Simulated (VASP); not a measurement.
**AlN: single point with PBEsol**

AlN:

```
Al N
1.0
    -0.05286    1.95957    1.95957
     1.95957   -0.05286    1.95957
     1.95957    1.95957   -0.05286
Al N
1 1
Direct
  0.50000 0.50000 0.50000
  0.00000 0.00000 0.00000
```

* Program: VASP 6.6.1
* Task: single point
* Functional: PBEsol
* Potentials or basis: VASP PAW PBE potentials, release 64 (Al, N)
* Cutoff: 520 eV
* k mesh: 10 × 10 × 10
* Occupations: gaussian, width 0.05 eV
* Spin: no spin polarisation
* Dipole correction: no
* Further INCAR settings: ALGO = Normal; EDIFF = 1e-07; NBANDS = 11

The pressure is 16.3 GPa and the band gap on the k mesh is 4.24 eV, indirect (least direct gap 6.01 eV).

Stress tensor (GPa, compression positive):
```
16.28  8.60  8.60
 8.60 16.28  8.60
 8.60  8.60 16.28
```

Levels at points of the mesh, in eV from the valence-band top:
| k point | band 1 | band 2 | band 3 | band 4 | band 5 | band 6 | band 7 | band 8 |
| --- | --- | --- | --- | --- | --- | --- | --- | --- |
| (0.00, 0.00, 0.00) | -18.42 | -0.56 | -0.56 | 0.00 | 6.01 | 11.39 | 11.39 | 12.80 |
| (0.50, 0.00, 0.00) | -14.97 | -9.19 | -1.64 | -1.28 | 6.16 | 10.94 | 11.52 | 13.48 |
| (0.50, 0.50, 0.00) | -13.82 | -8.19 | -3.63 | -3.03 | 4.24 | 5.14 | 14.16 | 17.48 |
| (0.50, 0.50, 0.50) | -14.66 | -8.80 | -1.86 | -1.86 | 5.45 | 10.33 | 10.33 | 14.12 |

Wall time 10 s on 1 thread of Intel(R) Xeon(R) Platinum 8488C (Sapphire Rapids) (shared host), peak memory 0.14 GiB.

Caveat: the PAW data sets were made with another functional, which shifts forces and pressure a little. As with any semilocal functional, this PBEsol gap is likely too small.
